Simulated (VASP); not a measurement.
Here is a VASP 6.6.1 calculation.

The input INCAR:

```
PREC = Accurate
ENCUT = 520
EDIFF = 1E-7
ISMEAR = -1
SIGMA = 0.05
LREAL = False
LASPH = True
NELM = 80
ALGO = Normal
ISIF = 2
LWAVE = False
LCHARG = False
GGA = PE
NBANDS = 19
```

The input KPOINTS:

```
regular mesh
0
Gamma
  17 17 17
```

The input POSCAR:

```
Cd
1.0
   -2.4349355334      2.4349355334      1.2517967484
    2.4349355334     -2.4349355334      1.2517967484
    2.4349355334      2.4349355334     -1.2517967484
Cd
2
Direct
   -0.3750000000     -0.1250000000     -0.2500000000
    0.3750000000      0.1250000000      0.2500000000
```

Potentials or basis: VASP PAW PBE potentials, release 64 (Cd).

The run is started by

```bash
$ cat potpaw_PBE.64/Cd/POTCAR > POTCAR
$ mpirun -np 1 vasp_std > vasp.out
```

Question: What does it give for the band gap on the k mesh?

Answer: Zero (bands 12 and 13 overlap by 6.88 eV).

Question: What does it give for the pressure?

Answer: 87.1 GPa.

Stress tensor (GPa, compression positive):
```
86.90  0.00  0.00
 0.00 86.90  0.00
 0.00  0.00 87.41
```

Caveat: the cell stands under pressure.
